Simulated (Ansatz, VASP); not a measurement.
## Ti in VASP and in Ansatz

The input INCAR:

```
SYSTEM = Ti
PREC = Accurate ; ENCUT = 520
EDIFF = 1E-6 ; ISMEAR = 0
SIGMA = 0.1 ; LREAL = .False.
LASPH = .True. ; NELM = 80
ALGO = Fast ; ISIF = 2
LWAVE = .False. ; LCHARG = .True.
GGA = PS ; LELF = .True.
LVHAR = .True. ; NBANDS = 12
```

Contents of KPOINTS:

```
Automatic mesh
0
Gamma
  16 16 16
  0 0 0
```

The input POSCAR:

```
Ti
1.0
   -1.6199952000      1.5987442500      1.6224238800
    1.6735246200     -1.5963155700      1.6735246200
    1.6224238800      1.5987442500     -1.6199952000
Ti
1
Direct
    0.0000000000      0.0000000000      0.0000000000
```

Input for Ansatz:

```yaml
crystal:
  lattice:
    - [-1.6199952, 1.59874425, 1.62242388]
    - [1.67352462, -1.59631557, 1.67352462]
    - [1.62242388, 1.59874425, -1.6199952]
  atoms:
    - { symbol: Ti, position: [0.0, 0.0, 0.0] }
basis:
  ecutwfc: 420
kpoints:
  mp_grid: { grid: [16, 16, 16] }
hamiltonian:
  xc: pbesol
scf:
  occupations: { method: gaussian, width: 0.1 }
output:
  forces: true
  stress: true
  eigenvalues: true
```

Alike in both runs: task single point; functional PBEsol; k mesh 16 × 16 × 16; occupations gaussian, width 0.1 eV; no spin polarisation.

|  | VASP | Ansatz |
| --- | --- | --- |
| version | VASP 6.6.1 | Ansatz 0.2.0 |
| potentials or method | VASP PAW PBE potentials, release 64 (Ti_sv), cutoff 520 eV | scalar-relativistic, plane waves, PAW |
| valence electrons in the cell | 12 | 12 |

|  | VASP | Ansatz | Ansatz less VASP |
| --- | --- | --- | --- |
| gap on the k mesh at the Fermi level (eV) | none | none | - |
| pressure (GPa) | -5.4 | -5.1 | +0.24 |
| traceless stress, the component that is largest in VASP (GPa) | -1.24 | -1.25 | -0.007 |

VASP's potentials were made for PBE, not for PBEsol. A gap of «none» marks a metal or a gap that the smearing closes.
